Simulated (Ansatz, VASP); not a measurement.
**Two plane-wave programs on Re**

```
Re
1.0
     2.70450    0.00000    0.00000
    -1.35225    2.34217    0.00000
     0.00000    0.00000    4.44329
Re
2
Direct
  0.33333 0.66667 0.25000
  0.66667 0.33333 0.75000
```

Alike in both runs: task single point; functional PBEsol; k mesh 18 × 18 × 10; occupations gaussian, width 0.15 eV; no spin polarisation.

```csv
,VASP,Ansatz
version,VASP 6.6.1,Ansatz 0.2.0
potentials or method,"VASP PAW PBE potentials, release 64 (Re), cutoff 520 eV","scalar-relativistic, plane waves, PAW"
valence electrons in the cell,14,30
```

VASP gave:

* gap on the k mesh at the Fermi level (eV): none
* pressure (GPa): 14.7
* traceless stress, the component that is largest in VASP (GPa): -6.18

Task: What did Ansatz give for the same quantities?

Result: gap on the k mesh at the Fermi level (eV): none; pressure (GPa): 14.3; traceless stress, the component that is largest in VASP (GPa): -6.16.

VASP's potentials were made for PBE, not for PBEsol. A gap of «none» marks a metal or a gap that the smearing closes. VASP's potentials hold 14 valence electrons a cell and Ansatz's 30, so a difference there can come from the potentials and not from the codes.

Neither program's run includes spin-orbit coupling.
